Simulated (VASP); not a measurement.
# ScAl3 (Pm-3m) in VASP: notebook

Runs on ScAl3. Level: PBEsol. Tasks: single point.

All numbers are computed with VASP 6.6.1; they aren't measurements. Logs are shortened: lines on timing, memory, paths and dates and some standing lists are left out, and cuts for length are marked.

**1. The cell of the first run**

It takes space group Pm-3m (No. 221, cubic). Conventional cell: a = 3.847 Å, b = 3.847 Å, c = 3.847 Å, α = 90.00°, β = 90.00°, γ = 90.00°. Within 3.6 Å of Sc (site symmetry m-3m) lie 12 Al at 2.72 Å. Al (site symmetry 4/mmm) has 4 Sc at 2.72 Å and 8 Al at 2.72 Å within 3.6 Å.

**2. Single point, PBEsol**

INCAR

```
SYSTEM = ScAl3
  ALGO = Fast
  EDIFF = 1E-7
  ENCUT = 520
  GGA = PS
  ISIF = 2
  ISMEAR = -1
  LASPH = .True.
  LCHARG = .False.
  LREAL = .False.
  LWAVE = .False.
  NBANDS = 18
  NELM = 60
  PREC = Accurate
  SIGMA = 0.15
```

KPOINTS

```
k-points
0
Gamma
  10 10 10
  0 0 0
```

POSCAR

```
ScAl3
1.0
    3.8472788980      0.0000000000      0.0000000000
    0.0000000000      3.8472788980      0.0000000000
    0.0000000000      0.0000000000      3.8472788980
Sc Al
1 3
Direct
    0.0000000000      0.0000000000      0.0000000000
    0.5000000000      0.0000000000      0.5000000000
    0.0000000000      0.5000000000      0.5000000000
    0.5000000000      0.5000000000      0.0000000000
```

Potentials or basis: VASP PAW PBE potentials, release 64 (Sc_sv, Al).

Started as:

```console
$ cat potpaw_PBE.64/Sc_sv/POTCAR potpaw_PBE.64/Al/POTCAR > POTCAR
$ mpirun -np 1 vasp_std > vasp.out
```

OUTCAR:

```text
SYSTEM = ScAl3
   EDIFF = 1E-7
   ENCUT = 520
   GGA = PS
   ISIF = 2
   ISMEAR = -1
   LASPH = .True.
   LREAL = .False.
   NELM = 60
   PREC = Accurate

 ion  position               nearest neighbor table
   1  0.000  0.000  0.000-   2 2.72   3 2.72   4 2.72   2 2.72   3 2.72   3 2.72   4 2.72   3 2.72
                             2 2.72   4 2.72   2 2.72   4 2.72
   2  0.500  0.000  0.500-   1 2.72   3 2.72   4 2.72   1 2.72   4 2.72   3 2.72   4 2.72   4 2.72
                             1 2.72   3 2.72   1 2.72   3 2.72
   3  0.000  0.500  0.500-   1 2.72   2 2.72   4 2.72   1 2.72   4 2.72   1 2.72   2 2.72   1 2.72
                             2 2.72   4 2.72   4 2.72   2 2.72
   4  0.500  0.500  0.000-   1 2.72   2 2.72   3 2.72   2 2.72   3 2.72   1 2.72   2 2.72   2 2.72
                             1 2.72   3 2.72   3 2.72   1 2.72

  LATTYP: Found a simple cubic cell.
 ALAT       =     3.8472788980

  Lattice vectors:

 A1 = (   3.8472788980,   0.0000000000,   0.0000000000)
 A2 = (   0.0000000000,   3.8472788980,   0.0000000000)
 A3 = (   0.0000000000,   0.0000000000,   3.8472788980)

Analysis of symmetry for initial positions (statically):
=====================================================================
 Subroutine PRICEL returns:
 Original cell was already a primitive cell.

 Routine SETGRP: Setting up the symmetry group for a
 simple cubic supercell.

 Subroutine GETGRP returns: Found 48 space group operations
 (whereof 48 operations were pure point group operations)
 out of a pool of 48 trial point group operations.

The static configuration has the point symmetry O_h .

Analysis of symmetry for dynamics (positions and initial velocities):
=====================================================================
 Subroutine PRICEL returns:
 Original cell was already a primitive cell.

 Routine SETGRP: Setting up the symmetry group for a
 simple cubic supercell.

 Subroutine GETGRP returns: Found 48 space group operations
 (whereof 48 operations were pure point group operations)
 out of a pool of 48 trial point group operations.

The dynamic configuration has the point symmetry O_h .

 Subroutine INISYM returns: Found 48 space group operations
 (whereof 48 operations are pure point group operations),
 and found     1 'primitive' translations

----------------------------------------------------------------------------------------

                                     Primitive cell

  volume of cell :      56.9457

  direct lattice vectors                    reciprocal lattice vectors
     3.847278898  0.000000000  0.000000000     0.259923969  0.000000000  0.000000000
     0.000000000  3.847278898  0.000000000     0.000000000  0.259923969  0.000000000
     0.000000000  0.000000000  3.847278898     0.000000000  0.000000000  0.259923969

  length of vectors
     3.847278898  3.847278898  3.847278898     0.259923969  0.259923969  0.259923969

  position of ions in fractional coordinates (direct lattice)
     0.000000000  0.000000000  0.000000000
     0.500000000  0.000000000  0.500000000
     0.000000000  0.500000000  0.500000000
     0.500000000  0.500000000  0.000000000

  ion indices of the primitive-cell ions
   primitive index   ion index
                 1           1
                 2           2
                 3           3
                 4           4

----------------------------------------------------------------------------------------

 KPOINTS: k-points

Automatic generation of k-mesh.
 Grid dimensions read from file:
 generate k-points for:   10   10   10

 Generating k-lattice:

  Cartesian coordinates                     Fractional coordinates (reciprocal lattice)
     0.025992397  0.000000000  0.000000000     0.100000000  0.000000000  0.000000000
     0.000000000  0.025992397  0.000000000     0.000000000  0.100000000  0.000000000
     0.000000000  0.000000000  0.025992397     0.000000000  0.000000000  0.100000000

  Length of vectors
     0.025992397  0.025992397  0.025992397

  Shift w.r.t. Gamma in fractional coordinates (k-lattice)
     0.000000000  0.000000000  0.000000000

 Subroutine IBZKPT returns following result:
 ===========================================

 Found     56 irreducible k-points:

 Following reciprocal coordinates:
            Coordinates               Weight
  0.000000  0.000000  0.000000      1.000000
  0.100000  0.000000  0.000000      6.000000
  0.200000  0.000000  0.000000      6.000000
  0.300000  0.000000  0.000000      6.000000
  0.400000  0.000000  0.000000      6.000000
  0.500000  0.000000  0.000000      3.000000
[... 16 lines left out ...]
  0.200000  0.100000  0.100000     24.000000
  0.300000  0.100000  0.100000     24.000000
 [... further k-points ...]
   k-points           NKPTS =     56   k-points in BZ     NKDIM =     56   number of bands    NBANDS=     18
   number of dos      NEDOS =    301   number of ions     NIONS =      4
   total plane-waves  NPLWV =  27000
   dimension x,y,z NGX =    30 NGY =   30 NGZ =   30
   dimension x,y,z NGXF=    60 NGYF=   60 NGZF=   60
   ions per type =               1   3
   NGX,Y,Z   is equivalent  to a cutoff of  12.96, 12.96, 12.96 a.u.
   NGXF,Y,Z  is equivalent  to a cutoff of  25.93, 25.93, 25.93 a.u.
 SYSTEM =  ScAl3
   PREC   = accura    normal or accurate (medium, high low for compatibility)
   ISTART =      0    job   : 0-new  1-cont  2-samecut
   ICHARG =      2    charge: 1-file 2-atom 10-const
   ISPIN  =      1    spin polarized calculation?
   LNONCOLLINEAR =      F non collinear calculations
   LSORBIT =      F    spin-orbit coupling
   LASPH  =      T    aspherical Exc in radial PAW
   ENCUT  =  520.0 eV  38.22 Ry    6.18 a.u.   7.15  7.15  7.15*2*pi/ulx,y,z
   NELM   =     60;   NELMIN=  2; NELMDL= -5     # of ELM steps
   EDIFF  = 0.1E-06   stopping-criterion for ELM
   LREAL  =      F    real-space projection
   EDIFFG = 0.1E-05   stopping-criterion for IOM
   NSW    =      0    number of steps for IOM
   IBRION =     -1    ionic relax: 0-MD 1-quasi-New 2-CG
   NFREE  =      0    steps in history (QN), initial steepest desc. (CG)
   ISIF   =      2    stress and relaxation
   ISYM   =      2    0-nonsym 1-usesym 2-fastsym
   POTIM  = 0.5000    time-step for ionic-motion
   TEBEG  =    0.0;   TEEND  =   0.0 temperature during run
   PSTRESS=    0.0 pullay stress
   NELECT =      20.0000    total number of electrons
   NUPDOWN=      -1.0000    fix difference up-down
   EMIN   =  10.00;   EMAX   =-10.00  energy-range for DOS
   EFERMI =   0.00;   METHOD = LEGACY
   ISMEAR =    -1;   SIGMA  =   0.15  broadening in eV -4-tet -1-fermi 0-gaus
   EFERMI_NEDOS =   21; number of points for ismear=-14 and -15
   IALGO  =     68    algorithm
   IMIX   =      4    mixing-type and parameters
     AMIX     =   0.40;   BMIX     =  1.00
     AMIX_MAG =   1.60;   BMIX_MAG =  1.00
  volume/ion in A,a.u.               =      14.24        96.07
  Fermi-wavevector in a.u.,A,eV,Ry     =   1.155042  2.182713 18.151836  1.334122
  Thomas-Fermi vector in A             =   2.291674
   LORBIT       =      0    0 simple, 1 ext, 2 COOP (PROOUT), +10 PAW based schemes
   GGA     = PS    functional components
   LHFCALC =     F    Hartree Fock is set to
   AEXX    =    0.0000 exact exchange contribution
   IVDW    =     0    specifies the selected vdW correction
   LEPSILON=     F    determine dielectric tensor
   LRPA    =     F    only Hartree local field effects (RPA)
 non-spin polarized calculation
 RMM-DIIS sequential band-by-band and
  energy-cutoff  :      520.00
  volume of cell :       56.95
 maximum number of plane-waves:      1568
 NGX is ok and might be reduce to    30
   NGX = 15   NGY = 15   NGZ = 15

 number of electron      19.9999997 magnetization

 Free energy of the ion-electron system (eV)
  ---------------------------------------------------
  ext. energy  EPLUGINS =         0.00000000
  ---------------------------------------------------
  free energy    TOTEN  =       -20.16315983 eV

  energy without entropy =      -20.08172970  energy(sigma->0) =      -20.12244476

 E-fermi :   8.9371     XC(G=0): -11.2337

 val. band max:        8.8802875291   @ k =   0.3000   0.0000   0.0000
 cond. band min:       8.9771845090   @ k =   0.5000   0.3000   0.2000
 fundamental gap:      0.0968969799
 Fermi energy:         8.9370898675

 k-point     1 :       0.0000    0.0000    0.0000
  band No.  band energies     occupation
      1     -39.1860      2.00000
      2     -18.0668      2.00000
      3     -18.0668      2.00000
      4     -18.0668      2.00000
      5      -2.0424      2.00000
      6       6.0410      2.00000
[... 10 lines left out ...]
     17      15.2108      0.00000
     18      15.3423      0.00000

 k-point     2 :       0.1000    0.0000    0.0000
  band No.  band energies     occupation
      1     -39.1856      2.00000
      2     -18.0742      2.00000
      3     -18.0662      2.00000
      4     -18.0662      2.00000
      5      -1.9349      2.00000
      6       5.3056      2.00000
[... 10 lines left out ...]
     17      15.3083      0.00000
     18      15.4451      0.00000

 k-point     3 :       0.2000    0.0000    0.0000
  band No.  band energies     occupation
      1     -39.1847      2.00000
      2     -18.0937      2.00000
      3     -18.0647      2.00000
      4     -18.0647      2.00000
      5      -1.6169      2.00000
      6       4.0847      2.00000
[... 10 lines left out ...]
     17      15.1609      0.00000
     18      15.7447      0.00000

 k-point     4 :       0.3000    0.0000    0.0000
  band No.  band energies     occupation
      1     -39.1835      2.00000
      2     -18.1177      2.00000
      3     -18.0629      2.00000
      4     -18.0629      2.00000
      5      -1.1025      2.00000
      6       2.8425      2.00000
[... 10 lines left out ...]
     17      14.5234      0.00000
     18      16.6127      0.00000

 k-point     5 :       0.4000    0.0000    0.0000
  band No.  band energies     occupation
      1     -39.1826      2.00000
      2     -18.1370      2.00000
      3     -18.0614      2.00000
      4     -18.0614      2.00000
      5      -0.4270      2.00000
      6       1.7111      2.00000
[... 10 lines left out ...]
     17      13.9766      0.00000
     18      15.7349      0.00000

 k-point     6 :       0.5000    0.0000    0.0000
  band No.  band energies     occupation
      1     -39.1822      2.00000
      2     -18.1444      2.00000
      3     -18.0609      2.00000
      4     -18.0609      2.00000
      5       0.1213      2.00000
      6       1.0084      2.00000
[... 10 lines left out ...]
     17      13.7700      0.00000
     18      15.6927      0.00000

 k-point     7 :       0.1000    0.1000    0.0000
  band No.  band energies     occupation
      1     -39.1853      2.00000
      2     -18.0742      2.00000
      3     -18.0730      2.00000
      4     -18.0656      2.00000
      5      -1.8284      2.00000
      6       5.2436      2.00000
[... 10 lines left out ...]
     17      15.4374      0.00000
     18      16.0189      0.00000

 k-point     8 :       0.2000    0.1000    0.0000
  band No.  band energies     occupation
      1     -39.1843      2.00000
      2     -18.0930      2.00000
      3     -18.0719      2.00000
      4     -18.0642      2.00000
      5      -1.5132      2.00000
      6       4.1603      2.00000
[... 10 lines left out ...]
     17      15.1079      0.00000
     18      15.8516      0.00000
[... 229 lines left out ...]
     17      14.1270      0.00000
     18      16.2090      0.00000

 k-point    20 :       0.5000    0.4000    0.0000
  band No.  band energies     occupation
      1     -39.1790      2.00000
      2     -18.1334      2.00000
      3     -18.1255      2.00000
      4     -18.0558      2.00000
      5       1.2031      2.00000
      6       2.6118      2.00000
[... 10 lines left out ...]
     17      14.5238      0.00000
     18      15.9924      0.00000

 k-point    21 :       0.5000    0.5000    0.0000
  band No.  band energies     occupation
      1     -39.1787      2.00000
      2     -18.1322      2.00000
      3     -18.1322      2.00000
      4     -18.0552      2.00000
      5       1.4594      2.00000
      6       3.0857      2.00000
[... 10 lines left out ...]
     17      15.1888      0.00000
     18      15.9159      0.00000

 k-point    22 :       0.1000    0.1000    0.1000
  band No.  band energies     occupation
      1     -39.1849      2.00000
      2     -18.0741      2.00000
      3     -18.0724      2.00000
      4     -18.0724      2.00000
      5      -1.7227      2.00000
      6       5.3066      2.00000
[... 10 lines left out ...]
     17      15.4150      0.00000
     18      15.4577      0.00000

 k-point    23 :       0.2000    0.1000    0.1000
  band No.  band energies     occupation
      1     -39.1840      2.00000
      2     -18.0923      2.00000
      3     -18.0719      2.00000
      4     -18.0708      2.00000
      5      -1.4103      2.00000
      6       4.2343      2.00000
[... 10 lines left out ...]
     17      15.0086      0.00000
     18      15.3649      0.00000

 k-point    24 :       0.3000    0.1000    0.1000
  band No.  band energies     occupation
      1     -39.1828      2.00000
      2     -18.1159      2.00000
      3     -18.0699      2.00000
      4     -18.0688      2.00000
      5      -0.9055      2.00000
      6       3.0132      2.00000
[... 10 lines left out ...]
     17      14.6884      0.00000
     18      15.7114      0.00000

 [... further k-points ...]

------------------------ aborting loop because EDIFF is reached ----------------------------------------

  FORCE on cell =-STRESS in cart. coord.  units (eV):
  Direction    XX          YY          ZZ          XY          YZ          ZX
  --------------------------------------------------------------------------------------
  -------------------------------------------------------------------------------------
  Total        7.9143816      7.9143816      7.9143816      0.0000000      0.0000000     -0.0000000
  in kB      222.6724853    222.6724853    222.6724853      0.0000000      0.0000000     -0.0000000
  external PRESSURE =     222.6724853 kB  Pullay stress =       0.0000000 kB

 VOLUME and BASIS-vectors are now :
 -----------------------------------------------------------------------------
  energy-cutoff  :      520.00
  volume of cell :       56.95
      direct lattice vectors                 reciprocal lattice vectors
     3.847278898  0.000000000  0.000000000     0.259923969  0.000000000  0.000000000
     0.000000000  3.847278898  0.000000000     0.000000000  0.259923969  0.000000000
     0.000000000  0.000000000  3.847278898     0.000000000  0.000000000  0.259923969

 POSITION                                       TOTAL-FORCE (eV/Angst)
 -----------------------------------------------------------------------------------
      0.00000      0.00000      0.00000         0.000000      0.000000      0.000000
      1.92364      0.00000      1.92364         0.000000      0.000000      0.000000
      0.00000      1.92364      1.92364         0.000000      0.000000      0.000000
      1.92364      1.92364      0.00000         0.000000      0.000000      0.000000
 -----------------------------------------------------------------------------------
    total drift:                                0.000000     -0.000000      0.000000

  FREE ENERGIE OF THE ION-ELECTRON SYSTEM (eV)
  ---------------------------------------------------
  free  energy   TOTEN  =       -20.1631598253 eV

  energy  without entropy=      -20.0817297036  energy(sigma->0) =      -20.12244476
```

Run time: 83 s. Hardware: 1 thread of Intel Xeon Platinum 8375C at 2.90GHz (Ice Lake), shared host; peak memory 0.2 GiB.

Results:

```
Free energy            : -20.1632 eV
Pressure               : 22.3 GPa
Band gap on the k mesh : zero (band 10 reaches 10.27 eV, above the bottom of band 11 at 5.88 eV)
```

Caveat: the PAW data sets were made with another functional, which shifts forces and pressure a little.

(Continued in part 2 of 2.)
